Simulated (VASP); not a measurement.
# KCl (Fm-3m) in VASP: settings compared

KCl is run at these levels: PBE-based screened hybrid with 35 % exact exchange, HSE06; tasks: single point.

Program: VASP 6.6.1. These are calculated values, not measurements. Logs are shortened: lines on timing, memory, paths and dates and some standing lists are left out, and cuts for length are marked.

## (1) The cell of the first run

Symmetry: Fm-3m, No. 225, cubic system. The conventional cell has a = 6.290 Å, b = 6.290 Å, c = 6.290 Å, α = 90.00°, β = 90.00°, γ = 90.00°. K (site symmetry m-3m) has 6 Cl at 3.14 Å within 4.1 Å. Within 4.1 Å of Cl (site symmetry m-3m) lie 6 K at 3.14 Å.

## (2) Single point, PBE-based screened hybrid with 35 % exact exchange

Input file POSCAR:

```
KCl
1.0
    0.0000000000      3.1448471320      3.1448471320
    3.1448471320      0.0000000000      3.1448471320
    3.1448471320      3.1448471320      0.0000000000
K Cl
1 1
Direct
    0.0000000000      0.0000000000      0.0000000000
    0.5000000000      0.5000000000      0.5000000000
```

Input file INCAR.step1:

```
  PREC = Accurate
  ENCUT = 520
  EDIFF = 1E-5
  ISMEAR = 0
  SIGMA = 0.01
  LREAL = False
  LASPH = True
  NELM = 80
  ALGO = Normal
  ISIF = 2
  LWAVE = True
  LCHARG = False
  GGA = PE
  NBANDS = 15
```

Input file INCAR.step2:

```
  PREC = Accurate
  ENCUT = 520
  EDIFF = 1E-6
  ISMEAR = 0
  SIGMA = 0.01
  LREAL = False
  LASPH = True
  NELM = 80
  ALGO = Normal
  ISIF = 2
  LWAVE = False
  LCHARG = False
  GGA = PE
  LHFCALC = True
  AEXX = 0.35
  HFSCREEN = 0.2078
  PRECFOCK = Normal
  ISTART = 1
  NBANDS = 15
```

Input file KPOINTS:

```
regular mesh
0
Gamma
  4 4 4
```

Potentials or basis: VASP PAW PBE potentials, release 64 (K_sv, Cl).

Run with:

```
cat potpaw_PBE.64/K_sv/POTCAR potpaw_PBE.64/Cl/POTCAR > POTCAR
cp INCAR.step1 INCAR
mpirun -np 1 vasp_std > vasp.out
cp INCAR.step2 INCAR
mpirun -np 1 vasp_std > vasp.out
```

OUTCAR:

```text
PREC = Accurate
   ENCUT = 520
   EDIFF = 1E-6
   ISMEAR = 0
   LREAL = False
   LASPH = True
   NELM = 80
   ISIF = 2
   GGA = PE
   LHFCALC = True
   AEXX = 0.35
   HFSCREEN = 0.2078
   PRECFOCK = Normal
   ISTART = 1

 ion  position               nearest neighbor table
   1  0.000  0.000  0.000-   2 3.14   2 3.14   2 3.14   2 3.14   2 3.14   2 3.14
   2  0.500  0.500  0.500-   1 3.14   1 3.14   1 3.14   1 3.14   1 3.14   1 3.14

  LATTYP: Found a face centered cubic cell.
 ALAT       =     6.2896942640

  Lattice vectors:

 A1 = (   0.0000000000,   3.1448471320,   3.1448471320)
 A2 = (   3.1448471320,   0.0000000000,   3.1448471320)
 A3 = (   3.1448471320,   3.1448471320,   0.0000000000)

Analysis of symmetry for initial positions (statically):
=====================================================================
 Subroutine PRICEL returns:
 Original cell was already a primitive cell.

 Routine SETGRP: Setting up the symmetry group for a
 face centered cubic supercell.

 Subroutine GETGRP returns: Found 48 space group operations
 (whereof 48 operations were pure point group operations)
 out of a pool of 48 trial point group operations.

The static configuration has the point symmetry O_h .

Analysis of symmetry for dynamics (positions and initial velocities):
=====================================================================
 Subroutine PRICEL returns:
 Original cell was already a primitive cell.

 Routine SETGRP: Setting up the symmetry group for a
 face centered cubic supercell.

 Subroutine GETGRP returns: Found 48 space group operations
 (whereof 48 operations were pure point group operations)
 out of a pool of 48 trial point group operations.

The dynamic configuration has the point symmetry O_h .

 Subroutine INISYM returns: Found 48 space group operations
 (whereof 48 operations are pure point group operations),
 and found     1 'primitive' translations

----------------------------------------------------------------------------------------

                                     Primitive cell

  volume of cell :      62.2055

  direct lattice vectors                    reciprocal lattice vectors
     0.000000000  3.144847132  3.144847132    -0.158990240  0.158990240  0.158990240
     3.144847132  0.000000000  3.144847132     0.158990240 -0.158990240  0.158990240
     3.144847132  3.144847132  0.000000000     0.158990240  0.158990240 -0.158990240

  length of vectors
     4.447485466  4.447485466  4.447485466     0.275379173  0.275379173  0.275379173

  position of ions in fractional coordinates (direct lattice)
     0.000000000  0.000000000  0.000000000
     0.500000000  0.500000000  0.500000000

  ion indices of the primitive-cell ions
   primitive index   ion index
                 1           1
                 2           2

----------------------------------------------------------------------------------------

 KPOINTS: regular mesh

Automatic generation of k-mesh.
 Grid dimensions read from file:
 generate k-points for:    4    4    4

 Generating k-lattice:

  Cartesian coordinates                     Fractional coordinates (reciprocal lattice)
    -0.039747560  0.039747560  0.039747560     0.250000000  0.000000000  0.000000000
     0.039747560 -0.039747560  0.039747560     0.000000000  0.250000000  0.000000000
     0.039747560  0.039747560 -0.039747560     0.000000000  0.000000000  0.250000000

  Length of vectors
     0.068844793  0.068844793  0.068844793

  Shift w.r.t. Gamma in fractional coordinates (k-lattice)
     0.000000000  0.000000000  0.000000000

 Subroutine IBZKPT returns following result:
 ===========================================

 Found      8 irreducible k-points:

 Following reciprocal coordinates:
            Coordinates               Weight
  0.000000  0.000000  0.000000      1.000000
  0.250000  0.000000  0.000000      8.000000
  0.500000  0.000000  0.000000      4.000000
  0.250000  0.250000  0.000000      6.000000
  0.500000  0.250000  0.000000     24.000000
 -0.250000  0.250000  0.000000     12.000000
  0.500000  0.500000  0.000000      3.000000
 -0.250000  0.500000  0.250000      6.000000
   k-points           NKPTS =      8   k-points in BZ     NKDIM =     64   number of bands    NBANDS=     15
   number of dos      NEDOS =    301   number of ions     NIONS =      2
   total plane-waves  NPLWV =  46656
   dimension x,y,z NGX =    36 NGY =   36 NGZ =   36
   dimension x,y,z NGXF=    72 NGYF=   72 NGZF=   72
   ions per type =               1   1
   NGX,Y,Z   is equivalent  to a cutoff of  13.46, 13.46, 13.46 a.u.
   NGXF,Y,Z  is equivalent  to a cutoff of  26.91, 26.91, 26.91 a.u.
 SYSTEM =  unknown system
   PREC   = accura    normal or accurate (medium, high low for compatibility)
   ISTART =      1    job   : 0-new  1-cont  2-samecut
   ICHARG =      0    charge: 1-file 2-atom 10-const
   ISPIN  =      1    spin polarized calculation?
   LNONCOLLINEAR =      F non collinear calculations
   LSORBIT =      F    spin-orbit coupling
   LASPH  =      T    aspherical Exc in radial PAW
   ENCUT  =  520.0 eV  38.22 Ry    6.18 a.u.   8.27  8.27  8.27*2*pi/ulx,y,z
   NELM   =     80;   NELMIN=  2; NELMDL=  0     # of ELM steps
   EDIFF  = 0.1E-05   stopping-criterion for ELM
   LREAL  =      F    real-space projection
   EDIFFG = 0.1E-04   stopping-criterion for IOM
   NSW    =      0    number of steps for IOM
   IBRION =     -1    ionic relax: 0-MD 1-quasi-New 2-CG
   NFREE  =      0    steps in history (QN), initial steepest desc. (CG)
   ISIF   =      2    stress and relaxation
   ISYM   =      3    0-nonsym 1-usesym 2-fastsym
   POTIM  = 0.5000    time-step for ionic-motion
   TEBEG  =    0.0;   TEEND  =   0.0 temperature during run
   PSTRESS=    0.0 pullay stress
   NELECT =      16.0000    total number of electrons
   NUPDOWN=      -1.0000    fix difference up-down
   EMIN   =  10.00;   EMAX   =-10.00  energy-range for DOS
   EFERMI =   0.00;   METHOD = LEGACY
   ISMEAR =     0;   SIGMA  =   0.01  broadening in eV -4-tet -1-fermi 0-gaus
   EFERMI_NEDOS =   21; number of points for ismear=-14 and -15
   IALGO  =     38    algorithm
   IMIX   =      1    mixing-type and parameters
     AMIX     =   0.40;   BMIX     =  1.00
     AMIX_MAG =   1.60;   BMIX_MAG =  1.00
  volume/ion in A,a.u.               =      31.10       209.89
  Fermi-wavevector in a.u.,A,eV,Ry     =   1.041131  1.967452 14.748080  1.083953
  Thomas-Fermi vector in A             =   2.175738
   LORBIT       =      0    0 simple, 1 ext, 2 COOP (PROOUT), +10 PAW based schemes
   GGA     = PE    functional components
   LHFCALC =     T    Hartree Fock is set to
   PRECFOCK=normal    Normal, Fast or Accurate (Low or Medium for compatibility)
   ENCUT4O =  -1.0   cutoff for four orbital integrals eV
   NKREDX  =     1    reduce k-point grid by
   NKREDY  =     1    reduce k-point grid by
   NKREDZ  =     1    reduce k-point grid by
   AEXX    =    0.3500 exact exchange contribution
   HFSCREEN=    0.2078 screening length (either q_TF or 0.3 A-1)
   HFSCREENC=   0.2078 screening length for correlation (either q_TF or 0.3 A-1)
   ENCUTFOCK=  -1.0 apply spherical cutoff to Coloumb kernel
   IVDW    =     0    specifies the selected vdW correction
   LEPSILON=     F    determine dielectric tensor
   LRPA    =     F    only Hartree local field effects (RPA)
 non-spin polarized calculation
 Gauss-broadening in eV      SIGMA  =   0.01
  energy-cutoff  :      520.00
  volume of cell :       62.21
 maximum number of plane-waves:      1700
 NGX is ok and might be reduce to    36
  NGX = 28; NGY = 28; NGZ = 28

 number of electron      16.0000001 magnetization

 Free energy of the ion-electron system (eV)
  ---------------------------------------------------
  ext. energy  EPLUGINS =         0.00000000
  ---------------------------------------------------
  free energy    TOTEN  =        -8.30134379 eV

  energy without entropy =       -8.30134379  energy(sigma->0) =       -8.30134379

 E-fermi :  -3.1576     XC(G=0):  -5.8226

 val. band max:       -3.2285991359   @ k =   0.0000   0.0000   0.0000
 cond. band min:       3.8074727698   @ k =   0.0000   0.0000   0.0000
 fundamental gap:      7.0360719057
 Fermi energy:        -3.1575540137

 k-point     1 :       0.0000    0.0000    0.0000
  band No.  band energies     occupation
      1     -33.3026      2.00000
      2     -16.9469      2.00000
      3     -14.8700      2.00000
      4     -14.8700      2.00000
      5     -14.8700      2.00000
      6      -3.2286      2.00000
      7      -3.2286      2.00000
      8      -3.2286      2.00000
      9       3.8075      0.00000
     10       7.3025      0.00000
     11       7.3025      0.00000
     12       7.3025      0.00000
     13       8.3645      0.00000
     14       8.3645      0.00000
     15      11.5385      0.00000

 k-point     2 :       0.2500    0.0000    0.0000
  band No.  band energies     occupation
      1     -33.2970      2.00000
      2     -17.0227      2.00000
      3     -14.8730      2.00000
      4     -14.8730      2.00000
      5     -14.7564      2.00000
      6      -3.8366      2.00000
      7      -3.4035      2.00000
      8      -3.4035      2.00000
      9       5.0981      0.00000
     10       6.9812      0.00000
     11       8.1228      0.00000
     12       8.1228      0.00000
     13       9.2175      0.00000
     14       9.2175      0.00000
     15      12.9203      0.00000
[... 77 lines left out ...]
      3     -15.0187      2.00000
      4     -14.9287      2.00000
      5     -14.9287      2.00000
      6      -3.9440      2.00000
      7      -3.4758      2.00000
      8      -3.4758      2.00000
      9       5.2141      0.00000
     10       7.1935      0.00000
     11       8.8433      0.00000
     12       9.5142      0.00000
     13       9.9191      0.00000
     14      11.1895      0.00000
     15      11.1895      0.00000

 k-point     8 :      -0.2500    0.5000    0.2500
  band No.  band energies     occupation
      1     -33.2880      2.00000
      2     -16.9136      2.00000
      3     -14.9733      2.00000
      4     -14.9733      2.00000
      5     -14.7890      2.00000
      6      -3.7451      2.00000
      7      -3.7399      2.00000
      8      -3.7399      2.00000
      9       6.8059      0.00000
     10       6.8059      0.00000
     11       8.3751      0.00000
     12       9.0273      0.00000
     13      11.1392      0.00000
     14      11.2167      0.00000
     15      11.2297      0.00000

------------------------ aborting loop because EDIFF is reached ----------------------------------------

  FORCE on cell =-STRESS in cart. coord.  units (eV):
  Direction    XX          YY          ZZ          XY          YZ          ZX
  --------------------------------------------------------------------------------------
  -------------------------------------------------------------------------------------
  Total        0.1512628      0.1512628      0.1512628      0.0000000      0.0000000     -0.0000000
  in kB        3.8959575      3.8959575      3.8959575      0.0000000      0.0000000     -0.0000000
  external PRESSURE =       3.8959575 kB  Pullay stress =       0.0000000 kB

 VOLUME and BASIS-vectors are now :
 -----------------------------------------------------------------------------
  energy-cutoff  :      520.00
  volume of cell :       62.21
      direct lattice vectors                 reciprocal lattice vectors
     0.000000000  3.144847132  3.144847132    -0.158990240  0.158990240  0.158990240
     3.144847132  0.000000000  3.144847132     0.158990240 -0.158990240  0.158990240
     3.144847132  3.144847132  0.000000000     0.158990240  0.158990240 -0.158990240

 POSITION                                       TOTAL-FORCE (eV/Angst)
 -----------------------------------------------------------------------------------
      0.00000      0.00000      0.00000         0.000000      0.000000     -0.000000
      3.14485      3.14485      3.14485         0.000000     -0.000000      0.000000
 -----------------------------------------------------------------------------------
    total drift:                                0.000000      0.000000      0.000000

  FREE ENERGIE OF THE ION-ELECTRON SYSTEM (eV)
  ---------------------------------------------------
  free  energy   TOTEN  =        -8.3013437948 eV

  energy  without entropy=       -8.3013437948  energy(sigma->0) =       -8.30134379
```

It took 5.7 min on 1 thread of Intel Xeon Platinum 8488C (Sapphire Rapids), shared host; peak memory 0.31 GiB.

Results:

* Free energy: -8.3013 eV
* Pressure: 0.4 GPa
* Band gap on the k mesh: 7.04 eV

Caveat: the k points lie up to 0.43 Å⁻¹ apart; the PAW data sets were made with another functional, which shifts forces and pressure a little.

## (3) Single point, HSE06

POSCAR is that of step 2.

Input file INCAR.step1:

```
SYSTEM = KCl
PREC = Accurate
ENCUT = 520
EDIFF = 1E-5
ISMEAR = 0
SIGMA = 0.01
LREAL = .False.
LASPH = .True.
NELM = 100
ALGO = Normal
ISIF = 2
LWAVE = .True.
LCHARG = .False.
NBANDS = 15
GGA = PE
```

Input file INCAR.step2:

```
SYSTEM = KCl
PREC = Accurate
ENCUT = 520
EDIFF = 1E-7
ISMEAR = 0
SIGMA = 0.01
LREAL = .False.
LASPH = .True.
NELM = 100
ALGO = Normal
ISIF = 2
LWAVE = .False.
LCHARG = .False.
GGA = PE
LHFCALC = .True.
HFSCREEN = 0.2079
PRECFOCK = Normal
NBANDS = 15
ISTART = 1
```

Input file KPOINTS:

```
Automatic mesh
0
Gamma
  4 4 4
  0 0 0
```

Potentials or basis: VASP PAW PBE potentials, release 64 (K_sv, Cl).

Run with:

```
cat potpaw_PBE.64/K_sv/POTCAR potpaw_PBE.64/Cl/POTCAR > POTCAR
cp INCAR.step1 INCAR
mpirun -np 1 vasp_std > vasp.out
cp INCAR.step2 INCAR
mpirun -np 1 vasp_std > vasp.out
```

OUTCAR:

```text
SYSTEM = KCl
   PREC = Accurate
   ENCUT = 520
   EDIFF = 1E-7
   ISMEAR = 0
   LREAL = .False.
   LASPH = .True.
   NELM = 100
   ISIF = 2
   GGA = PE
   LHFCALC = .True.
   HFSCREEN = 0.2079
   PRECFOCK = Normal
   ISTART = 1

 ion  position               nearest neighbor table
   1  0.000  0.000  0.000-   2 3.14   2 3.14   2 3.14   2 3.14   2 3.14   2 3.14
   2  0.500  0.500  0.500-   1 3.14   1 3.14   1 3.14   1 3.14   1 3.14   1 3.14

  LATTYP: Found a face centered cubic cell.
 ALAT       =     6.2896942640

  Lattice vectors:

 A1 = (   0.0000000000,   3.1448471320,   3.1448471320)
 A2 = (   3.1448471320,   0.0000000000,   3.1448471320)
 A3 = (   3.1448471320,   3.1448471320,   0.0000000000)

Analysis of symmetry for initial positions (statically):
=====================================================================
 Subroutine PRICEL returns:
 Original cell was already a primitive cell.

 Routine SETGRP: Setting up the symmetry group for a
 face centered cubic supercell.

 Subroutine GETGRP returns: Found 48 space group operations
 (whereof 48 operations were pure point group operations)
[... 169 lines left out ...]
      5     -14.1907      2.00000
      6      -2.8243      2.00000
      7      -2.8243      2.00000
      8      -2.8243      2.00000
      9       3.6775      0.00000
     10       7.0913      0.00000
     11       7.0913      0.00000
     12       7.0913      0.00000
     13       8.0995      0.00000
     14       8.0995      0.00000
[... 113 lines left out ...]
      2     -16.0633      2.00000
      3     -14.2930      2.00000
      4     -14.2930      2.00000
      5     -14.1078      2.00000
      6      -3.3335      2.00000
      7      -3.3261      2.00000
      8      -3.3261      2.00000
      9       6.6398      0.00000
     10       6.6398      0.00000
     11       8.1672      0.00000
     12       8.7519      0.00000
     13      10.8476      0.00000
     14      10.8507      0.00000
     15      10.8812      0.00000

------------------------ aborting loop because EDIFF is reached ----------------------------------------

  FORCE on cell =-STRESS in cart. coord.  units (eV):
  Direction    XX          YY          ZZ          XY          YZ          ZX
  --------------------------------------------------------------------------------------
  -------------------------------------------------------------------------------------
  Total        0.2007357      0.2007357      0.2007357      0.0000000      0.0000000     -0.0000000
  in kB        5.1701912      5.1701912      5.1701912      0.0000000      0.0000000     -0.0000000
  external PRESSURE =       5.1701912 kB  Pullay stress =       0.0000000 kB

 VOLUME and BASIS-vectors are now :
 -----------------------------------------------------------------------------
  energy-cutoff  :      520.00
  volume of cell :       62.21
      direct lattice vectors                 reciprocal lattice vectors
     0.000000000  3.144847132  3.144847132    -0.158990240  0.158990240  0.158990240
     3.144847132  0.000000000  3.144847132     0.158990240 -0.158990240  0.158990240
     3.144847132  3.144847132  0.000000000     0.158990240  0.158990240 -0.158990240

 POSITION                                       TOTAL-FORCE (eV/Angst)
 -----------------------------------------------------------------------------------
      0.00000      0.00000      0.00000         0.000000      0.000000      0.000000
      3.14485      3.14485      3.14485         0.000000      0.000000      0.000000
 -----------------------------------------------------------------------------------
    total drift:                                0.000000      0.000001      0.000001

  FREE ENERGIE OF THE ION-ELECTRON SYSTEM (eV)
  ---------------------------------------------------
  free  energy   TOTEN  =        -7.8650255475 eV

  energy  without entropy=       -7.8650255475  energy(sigma->0) =       -7.86502555
```

OUTCAR.step1:

```text
SYSTEM = KCl
   PREC = Accurate
   ENCUT = 520
   EDIFF = 1E-5
   ISMEAR = 0
   LREAL = .False.
   LASPH = .True.
[... 347 lines left out ...]
      0.00000      0.00000      0.00000         0.000000      0.000000     -0.000000
      3.14485      3.14485      3.14485         0.000000     -0.000000      0.000000
 -----------------------------------------------------------------------------------
    total drift:                                0.000000      0.000000      0.000000

  FREE ENERGIE OF THE ION-ELECTRON SYSTEM (eV)
  ---------------------------------------------------
  free  energy   TOTEN  =        -6.8032020485 eV

  energy  without entropy=       -6.8032020485  energy(sigma->0) =       -6.80320205
```

OSZICAR.step1:

```text
N       E                     dE             d eps       ncg     rms          rms(c)
DAV:   1     0.994237948868E+02    0.99424E+02   -0.70663E+03   240   0.955E+02
DAV:   2    -0.750488840855E+00   -0.10017E+03   -0.92662E+02   311   0.233E+02
DAV:   3    -0.686898830317E+01   -0.61185E+01   -0.60838E+01   338   0.511E+01
DAV:   4    -0.709248397012E+01   -0.22350E+00   -0.22344E+00   389   0.863E+00
DAV:   5    -0.709425262858E+01   -0.17687E-02   -0.17686E-02   331   0.860E-01    0.334E+00
DAV:   6    -0.680402602890E+01    0.29023E+00   -0.42237E-01   296   0.327E+00    0.272E+00
DAV:   7    -0.678974169589E+01    0.14284E-01   -0.11443E-01   317   0.185E+00    0.158E+00
DAV:   8    -0.680201225861E+01   -0.12271E-01   -0.16891E-02   301   0.964E-01    0.204E-01
DAV:   9    -0.680253771691E+01   -0.52546E-03   -0.90064E-04   317   0.183E-01    0.104E-01
DAV:  10    -0.680319906374E+01   -0.66135E-03   -0.72738E-04   254   0.165E-01    0.252E-02
DAV:  11    -0.680320204848E+01   -0.29847E-05   -0.22205E-05   325   0.287E-02
   1 F= -.68032020E+01 E0= -.68032020E+01  d E =-.153980E-84
```

It took 6.6 min on 1 thread of Intel Xeon Platinum 8488C (Sapphire Rapids), shared host; peak memory 0.31 GiB.

Results:

| Quantity | Value |
| --- | --- |
| Free energy | -7.8650 eV |
| Pressure | 0.5 GPa |
| Band gap on the k mesh | 6.50 eV |

Caveat: the k points lie up to 0.43 Å⁻¹ apart; the PAW data sets were made with another functional, which shifts forces and pressure a little.
